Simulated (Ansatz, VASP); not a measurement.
# ZnSiP2 in VASP and in Ansatz

File INCAR:

```
SYSTEM = ZnSiP2
ALGO     = Normal         ! electronic algorithm
EDIFF    = 1E-6           ! SCF threshold, eV
ENCUT    = 500            ! plane-wave cutoff, eV
GGA      = PS             ! functional
GGA_COMPAT= .FALSE.      
ISIF     = 2              ! what is computed and relaxed
ISMEAR   = -1             ! smearing method
LASPH    = .TRUE.         ! aspherical terms in the spheres
LCHARG   = .FALSE.        ! write CHGCAR
LREAL    = .FALSE.        ! projectors in reciprocal space
LWAVE    = .FALSE.        ! write WAVECAR
NBANDS   = 36             ! bands
NELM     = 120            ! most SCF steps
PREC     = Accurate       ! precision mode
SIGMA    = 0.05           ! smearing width, eV
```

KPOINTS

```
k-points
0
G
  5 5 5
  0 0 0
```

File POSCAR:

```
ZnSiP2
1.0
   -2.7220584097      2.7220584097      5.2988550899
    2.7220584097     -2.7220584097      5.2988550899
    2.7220584097      2.7220584097     -5.2988550899
Zn Si P
2 2 4
Direct
    0.0000000000      0.0000000000      0.0000000000
    0.7500000000      0.2500000000      0.5000000000
    0.5000000000      0.5000000000      0.0000000000
    0.2500000000      0.7500000000      0.5000000000
    0.3750000000      0.3923010000      0.5173010000
    0.8750000000      0.8576990000      0.4826990000
    0.6076990000      0.1250000000      0.9826990000
    0.1423010000      0.6250000000      0.0173010000
```

Input for Ansatz:

```yaml
crystal:
  lattice:
    - [-2.722058409721882, 2.722058409721882, 5.298855089921045]
    - [2.722058409721882, -2.722058409721882, 5.298855089921045]
    - [2.722058409721882, 2.722058409721882, -5.298855089921045]
  atoms:
    - { symbol: Zn, position: [0.0, 0.0, 0.0] }
    - { symbol: Zn, position: [0.75, 0.25, 0.5] }
    - { symbol: Si, position: [0.5, 0.5, 0.0] }
    - { symbol: Si, position: [0.25, 0.75, 0.5] }
    - { symbol: P, position: [0.375, 0.392301, 0.517301] }
    - { symbol: P, position: [0.875, 0.857699, 0.482699] }
    - { symbol: P, position: [0.607699, 0.125, 0.982699] }
    - { symbol: P, position: [0.142301, 0.625, 0.017301] }
basis:
  ecutwfc: 500.0
kpoints:
  mp_grid:
    grid: [5, 5, 5]
hamiltonian:
  xc: pbesol
  pseudopotentials:
    kind: paw
scf:
  occupations:
    method: fermi_dirac
    width: 0.05
output:
  stress: true
```

Alike in both runs: task single point; functional PBEsol; k mesh 5 × 5 × 5; occupations fermi-dirac, width 0.05 eV; no spin polarisation.

|  | VASP | Ansatz |
| --- | --- | --- |
| version | VASP 6.6.1 | Ansatz 0.2.0 |
| potentials or method | VASP PAW PBE potentials, release 64 (Zn, Si, P), cutoff 500 eV | plane waves, PAW |
| valence electrons in the cell | 52 | 52 |

Ansatz gave:

| Property | Result |
| --- | --- |
| pressure (GPa) | -4.0 |

Which values does VASP return?

Pressure (GPa): -3.8.

VASP's potentials were made for PBE, not for PBEsol.
